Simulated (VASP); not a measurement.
AlN, 2 atoms in the cell. Symmetry: F-43m, No. 216, cubic system. The conventional cell has a = 4.501 Å, b = 4.501 Å, c = 4.501 Å, α = 90.00°, β = 90.00°, γ = 90.00°. Within 2.6 Å of Al (site symmetry -43m) lie 4 N at 1.95 Å. Within 2.6 Å of N (site symmetry -43m) lie 4 Al at 1.95 Å.  This cell differs from its parent crystal: strain +3.0%.

* Program: VASP 6.6.1
* Task: single point
* Functional: PBE
* Potentials or basis: VASP PAW PBE potentials, release 64 (Al, N)
* Cutoff: 520 eV
* k mesh: 10 × 10 × 10
* Occupations: fermi-dirac, width 0.02 eV
* Spin: no spin polarisation
* Dipole correction: no
* Further INCAR settings: ALGO = Normal; EDIFF = 1e-06; NBANDS = 11

Potentials or basis: VASP PAW PBE potentials, release 64 (Al, N).

Launch:

```sh
$ cat potpaw_PBE.64/Al/POTCAR potpaw_PBE.64/N/POTCAR > POTCAR
$ mpirun -np 1 vasp_std > vasp.out
```

Hardware: 1 thread of Intel(R) Xeon(R) Platinum 8259CL CPU @ 2.50GHz (Skylake/Cascade Lake), with other jobs on the host.

Question: How long does it take, and how much memory?

Answer: Run time: 7.3 s on 1 thread of Intel(R) Xeon(R) Platinum 8259CL CPU @ 2.50GHz (Skylake/Cascade Lake), with other jobs on the host, peak memory 0.14 GiB. Counts: scf iterations 12, k points 47.
